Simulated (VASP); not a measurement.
# Zn (Pm-3m) in VASP: notebook, part 2 of 2

VASP 6.6.1. Earlier steps stand in the parts before.

### Step 4. Single point, r2SCAN+D3(BJ)

This run uses another cell than the first one, of 14.40 Å³/atom.

Contents of POSCAR:

```
Zn
1.0
    2.4328666546      0.0000000000      0.0000000000
    0.0000000000      2.4328666546      0.0000000000
    0.0000000000      0.0000000000      2.4328666546
Zn
1
Direct
    0.0000000000      0.0000000000      0.0000000000
```

Contents of INCAR.step1:

```
SYSTEM = Zn
PREC = Accurate
ENCUT = 520
ISMEAR = -1
SIGMA = 0.1
LREAL = .False.
LASPH = .True.
NELM = 80
NBANDS = 12
GGA = PE
ALGO = Normal
EDIFF = 1E-4
LWAVE = .True.
LCHARG = .False.
```

Contents of INCAR.step2:

```
SYSTEM = Zn
PREC = Accurate
ENCUT = 520
EDIFF = 1E-7
ISMEAR = -1
SIGMA = 0.1
LREAL = .False.
LASPH = .True.
NELM = 80
ALGO = Normal
ISIF = 2
LWAVE = .False.
LCHARG = .False.
METAGGA = R2SCAN
LMIXTAU = .True.
IVDW = 12
VDW_S6 = 1.0
VDW_S8 = 0.78981345
VDW_A1 = 0.49484001
VDW_A2 = 5.73083694
NBANDS = 12
ISTART = 1
```

Contents of KPOINTS:

```
regular mesh
0
Gamma
  18 18 18
  0 0 0
```

Command:

```sh
cat potpaw_PBE.64/Zn/POTCAR > POTCAR
cp INCAR.step1 INCAR
mpirun -np 1 vasp_std > vasp.out
cp INCAR.step2 INCAR
mpirun -np 1 vasp_std > vasp.out
```

It took 2.2 min on 1 thread of Intel Xeon 8259CL, shared host; peak memory 0.16 GiB.

It converged, with:

- Free energy: -8.6826 eV
- Pressure: 14.8 GPa
- Band gap on the k mesh: zero (bands 6 and 7 overlap by 9.58 eV)
- Dispersion energy per atom: -0.201 eV

Levels at points of the mesh, in eV from the Fermi level:
```tsv
k point	band 2	band 3	band 4	band 5	band 6	band 7	band 8	band 9	band 10	band 11
(0.00, 0.00, 0.00)	-9.17	-9.17	-7.39	-7.39	-7.39	14.96	14.96	14.96	17.78	17.78
(0.50, 0.00, 0.00)	-8.95	-7.91	-7.91	-7.34	-4.03	-2.84	20.98	20.98	22.33	23.22
(0.50, 0.50, 0.00)	-8.69	-7.82	-7.82	-6.97	1.29	1.29	4.29	6.96	27.91	27.91
(0.50, 0.50, 0.50)	-8.82	-8.82	-6.95	-6.95	6.74	6.74	6.74	12.24	12.24	12.24
```

Caveat: three body term missing; the cell stands under pressure; the PAW data sets were made with another functional, which shifts forces and pressure a little.

### Step 5. Single point, r2SCAN+D3(BJ)

This run uses another cell than the first one, of 16.78 Å³/atom.

Contents of POSCAR:

```
Zn
1.0
    2.5600000000      0.0000000000      0.0000000000
    0.0000000000      2.5600000000      0.0000000000
    0.0000000000      0.0000000000      2.5600000000
Zn
1
Direct
    0.0000000000      0.0000000000      0.0000000000
```

Contents of INCAR.step1:

```
SYSTEM = Zn
  ALGO = Normal
  EDIFF = 1E-4
  ENCUT = 520
  GGA = PE
  ISMEAR = -1
  LASPH = .TRUE.
  LCHARG = .FALSE.
  LREAL = .FALSE.
  LWAVE = .TRUE.
  NBANDS = 12
  NELM = 80
  PREC = Accurate
  SIGMA = 0.1
```

Contents of INCAR.step2:

```
SYSTEM = Zn
  ALGO = Normal
  EDIFF = 1E-7
  ENCUT = 520
  ISIF = 2
  ISMEAR = -1
  ISTART = 1
  IVDW = 12
  LASPH = .TRUE.
  LCHARG = .FALSE.
  LMIXTAU = .TRUE.
  LREAL = .FALSE.
  LWAVE = .FALSE.
  METAGGA = R2SCAN
  NBANDS = 12
  NELM = 80
  PREC = Accurate
  SIGMA = 0.1
  VDW_A1 = 0.49484001
  VDW_A2 = 5.73083694
  VDW_S6 = 1.0
  VDW_S8 = 0.78981345
```

Contents of KPOINTS:

```
k-points
0
G
  18 18 18
  0 0 0
```

Potentials or basis: VASP PAW PBE potentials, release 64 (Zn).

Command:

```sh
cat potpaw_PBE.64/Zn/POTCAR > POTCAR
cp INCAR.step1 INCAR
mpirun -np 1 vasp_std > vasp.out
cp INCAR.step2 INCAR
mpirun -np 1 vasp_std > vasp.out
```

OUTCAR:

```text
SYSTEM = Zn
   EDIFF = 1E-7
   ENCUT = 520
   ISIF = 2
   ISMEAR = -1
   ISTART = 1
   IVDW = 12
   LASPH = .TRUE.
   LREAL = .FALSE.
   METAGGA = R2SCAN
   NELM = 80
   PREC = Accurate
 IVDW          = 12

 ion  position               nearest neighbor table
   1  0.000  0.000  0.000-

  LATTYP: Found a simple cubic cell.
 ALAT       =     2.5600000000

  Lattice vectors:

 A1 = (   2.5600000000,   0.0000000000,   0.0000000000)
 A2 = (   0.0000000000,   2.5600000000,   0.0000000000)
 A3 = (   0.0000000000,   0.0000000000,   2.5600000000)

Analysis of symmetry for initial positions (statically):
=====================================================================
 Subroutine PRICEL returns:
 Original cell was already a primitive cell.

 Routine SETGRP: Setting up the symmetry group for a
 simple cubic supercell.

 Subroutine GETGRP returns: Found 48 space group operations
 (whereof 48 operations were pure point group operations)
 out of a pool of 48 trial point group operations.

The static configuration has the point symmetry O_h .

Analysis of symmetry for dynamics (positions and initial velocities):
=====================================================================
[... 170 lines left out ...]
      6      -4.9867      2.00000
      7      15.7321      0.00000
      8      15.7321      0.00000
      9      15.7321      0.00000
     10      18.4638      0.00000
     11      18.4638      0.00000
     12      22.4674      0.00000
[... 331 lines left out ...]
 k-point    24 :       0.3333    0.1111    0.0000
  band No.  band energies     occupation
      1      -6.2352      2.00000
      2      -6.0943      2.00000
      3      -5.4498      2.00000
      4      -5.2794      2.00000
      5      -5.0054      2.00000
      6      -4.1869      2.00000
      7       4.2434      0.00000
      8      15.0149      0.00000
      9      19.0438      0.00000
     10      21.6766      0.00000
     11      22.9019      0.00000
     12      26.3771      0.00000

 [... further k-points ...]

------------------------ aborting loop because EDIFF is reached ----------------------------------------

 Edisp (eV)   -0.17173

 E8    (eV) :    -0.0562

  FORCE on cell =-STRESS in cart. coord.  units (eV):
  Direction    XX          YY          ZZ          XY          YZ          ZX
  --------------------------------------------------------------------------------------
  -------------------------------------------------------------------------------------
  Total       0.02099     0.02099     0.02099    -0.00000     0.00000    -0.00000
  in kB       2.00429     2.00429     2.00429    -0.00000     0.00000    -0.00000
  external pressure =        2.00 kB  Pullay stress =        0.00 kB

 VOLUME and BASIS-vectors are now :
 -----------------------------------------------------------------------------
  energy-cutoff  :      520.00
  volume of cell :       16.78
      direct lattice vectors                 reciprocal lattice vectors
     2.560000000  0.000000000  0.000000000     0.390625000  0.000000000  0.000000000
     0.000000000  2.560000000  0.000000000     0.000000000  0.390625000  0.000000000
     0.000000000  0.000000000  2.560000000     0.000000000  0.000000000  0.390625000

 POSITION                                       TOTAL-FORCE (eV/Angst)
 -----------------------------------------------------------------------------------
      0.00000      0.00000      0.00000         0.000000      0.000000      0.000000
 -----------------------------------------------------------------------------------
    total drift:                               -0.000000      0.000000      0.000000

  FREE ENERGIE OF THE ION-ELECTRON SYSTEM (eV)
  ---------------------------------------------------
  free  energy   TOTEN  =        -8.7780571329 eV

  energy  without entropy=       -8.7673904169  energy(sigma->0) =       -8.77272377
```

OUTCAR.step1:

```text
SYSTEM = Zn
   EDIFF = 1E-4
   ENCUT = 520
   GGA = PE
   ISMEAR = -1
   LASPH = .TRUE.
   LREAL = .FALSE.
[... 576 lines left out ...]
 -----------------------------------------------------------------------------------
      0.00000      0.00000      0.00000         0.000000      0.000000      0.000000
 -----------------------------------------------------------------------------------
    total drift:                                0.000000      0.000000      0.000000

  FREE ENERGIE OF THE ION-ELECTRON SYSTEM (eV)
  ---------------------------------------------------
  free  energy   TOTEN  =        -0.8658305087 eV

  energy  without entropy=       -0.8546936619  energy(sigma->0) =       -0.86026209
```

Run time: 2.6 min. Hardware: 1 thread of Intel Xeon 8259CL, shared host; peak memory 0.17 GiB.

What came out:

```
Free energy                : -8.7781 eV
Pressure                   : 0.2 GPa
Band gap on the k mesh     : zero (bands 6 and 7 overlap by 9.01 eV)
Dispersion energy per atom : -0.172 eV
```

Caveat: three body term missing; the PAW data sets were made with another functional, which shifts forces and pressure a little.

### Step 6. Single point, r2SCAN+D3(BJ)

This run uses another cell than the first one, of 16.78 Å³/atom.

POSCAR is that of step 5.

Contents of INCAR.step1:

```
PREC = Accurate
ENCUT = 520
ISMEAR = -1
SIGMA = 0.1
LREAL = False
LASPH = True
NELM = 60
NBANDS = 12
GGA = PE
ALGO = Normal
EDIFF = 1E-4
LWAVE = True
LCHARG = False
```

Contents of INCAR.step2:

```
PREC = Accurate
ENCUT = 520
EDIFF = 1E-6
ISMEAR = -1
SIGMA = 0.1
LREAL = False
LASPH = True
NELM = 60
ALGO = Normal
ISIF = 2
LWAVE = False
LCHARG = False
METAGGA = R2SCAN
LMIXTAU = True
IVDW = 12
VDW_S6 = 1.0
VDW_S8 = 0.78981345
VDW_A1 = 0.49484001
VDW_A2 = 5.73083694
NBANDS = 12
ISTART = 1
```

Contents of KPOINTS:

```
regular mesh
0
Gamma
  18 18 18
```

Potentials or basis: VASP PAW PBE potentials, release 64 (Zn).

Command:

```sh
cat potpaw_PBE.64/Zn/POTCAR > POTCAR
cp INCAR.step1 INCAR
mpirun -np 1 vasp_std > vasp.out
cp INCAR.step2 INCAR
mpirun -np 1 vasp_std > vasp.out
```

It took 2.5 min on 1 thread of Intel Xeon 8259CL, shared host; peak memory 0.17 GiB.

Results (log left out):

- Free energy: -8.7781 eV
- Pressure: 0.2 GPa
- Band gap on the k mesh: zero (bands 6 and 7 overlap by 9.01 eV)
- Dispersion energy per atom: -0.172 eV

Levels at points of the mesh, in eV from the Fermi level:
| k point | band 2 | band 3 | band 4 | band 5 | band 6 | band 7 | band 8 | band 9 | band 10 | band 11 |
| --- | --- | --- | --- | --- | --- | --- | --- | --- | --- | --- |
| (0.00, 0.00, 0.00) | -8.52 | -8.52 | -7.15 | -7.15 | -7.15 | 13.56 | 13.56 | 13.56 | 16.30 | 16.30 |
| (0.50, 0.00, 0.00) | -8.30 | -7.55 | -7.55 | -7.12 | -3.24 | -2.96 | 18.67 | 18.67 | 21.02 | 21.21 |
| (0.50, 0.50, 0.00) | -8.15 | -7.48 | -7.48 | -6.83 | 1.38 | 1.38 | 3.21 | 6.69 | 24.43 | 25.76 |
| (0.50, 0.50, 0.50) | -8.22 | -8.22 | -6.81 | -6.81 | 6.05 | 6.05 | 6.05 | 11.42 | 11.42 | 11.42 |

Caveat: three body term missing; the PAW data sets were made with another functional, which shifts forces and pressure a little.

### Step 7. Single point, r2SCAN+D3(BJ)

This run uses another cell than the first one, of 16.92 Å³/atom.

Contents of POSCAR:

```
Zn
1.0
    2.5671089546      0.0000000000      0.0000000000
    0.0000000000      2.5671089546      0.0000000000
    0.0000000000      0.0000000000      2.5671089546
Zn
1
Direct
    0.0000000000      0.0000000000      0.0000000000
```

Contents of INCAR.step1:

```
SYSTEM = Zn
  PREC = Accurate
  ENCUT = 520
  ISMEAR = -1
  SIGMA = 0.1
  LREAL = .FALSE.
  LASPH = .TRUE.
  NELM = 80
  NBANDS = 12
  GGA = PE
  ALGO = Normal
  EDIFF = 1E-4
  LWAVE = .TRUE.
  LCHARG = .FALSE.
```

Contents of INCAR.step2:

```
SYSTEM = Zn
  PREC = Accurate
  ENCUT = 520
  EDIFF = 1E-6
  ISMEAR = -1
  SIGMA = 0.1
  LREAL = .FALSE.
  LASPH = .TRUE.
  NELM = 80
  ALGO = Normal
  ISIF = 2
  LWAVE = .FALSE.
  LCHARG = .FALSE.
  METAGGA = R2SCAN
  LMIXTAU = .TRUE.
  IVDW = 12
  VDW_S6 = 1.0
  VDW_S8 = 0.78981345
  VDW_A1 = 0.49484001
  VDW_A2 = 5.73083694
  NBANDS = 12
  ISTART = 1
```

Contents of KPOINTS:

```
regular mesh
0
G
  18 18 18
  0 0 0
```

Command:

```sh
cat potpaw_PBE.64/Zn/POTCAR > POTCAR
cp INCAR.step1 INCAR
mpirun -np 1 vasp_std > vasp.out
cp INCAR.step2 INCAR
mpirun -np 1 vasp_std > vasp.out
```

Wall time 2.7 min (1 thread of Intel Xeon 8259CL, shared host); peak memory 0.17 GiB.

It converged, with:

| Property | Result |
| --- | --- |
| Free energy | -8.7779 eV |
| Pressure | -0.3 GPa |
| Band gap on the k mesh | zero (bands 6 and 7 overlap by 8.98 eV) |
| Dispersion energy per atom | -0.170 eV |

Levels at points of the mesh, in eV from the Fermi level:
| k point | band 4 | band 5 | band 6 | band 7 | band 8 | band 9 |
| --- | --- | --- | --- | --- | --- | --- |
| (0.00, 0.00, 0.00) | -7.14 | -7.14 | -7.14 | 13.49 | 13.49 | 13.49 |
| (0.50, 0.00, 0.00) | -7.53 | -7.11 | -3.20 | -2.97 | 18.55 | 18.55 |
| (0.50, 0.50, 0.00) | -7.47 | -6.83 | 1.38 | 1.38 | 3.16 | 6.68 |
| (0.50, 0.50, 0.50) | -6.81 | -6.81 | 6.01 | 6.01 | 6.01 | 11.36 |

Caveat: three body term missing; the PAW data sets were made with another functional, which shifts forces and pressure a little.

### Step 8. Summary

| cell | gap on the mesh (eV) | pressure (GPa) |
| --- | --- | --- |
| a = 2.304 Å, 1 atom | none | 44.4 |
| a = 2.358 Å, 1 atom | none | 29.7 |
| a = 2.433 Å, 1 atom | none | 14.8 |
| a = 2.560 Å, 1 atom | none | 0.2 |
| a = 2.567 Å, 1 atom | none | -0.3 |

Alike in all rows: task single point; level r2SCAN+D3(BJ); potentials or basis VASP PAW PBE potentials, release 64 (Zn); no spin polarisation; k mesh 18 × 18 × 18; cutoff (eV) 520; smearing fermi-dirac 0.1 eV.

Caveats: three body term missing; the PAW data sets were made with another functional, which shifts forces and pressure a little; the cell stands under pressure (at least some runs).

Absolute energies hang on the potentials; compare differences alone.
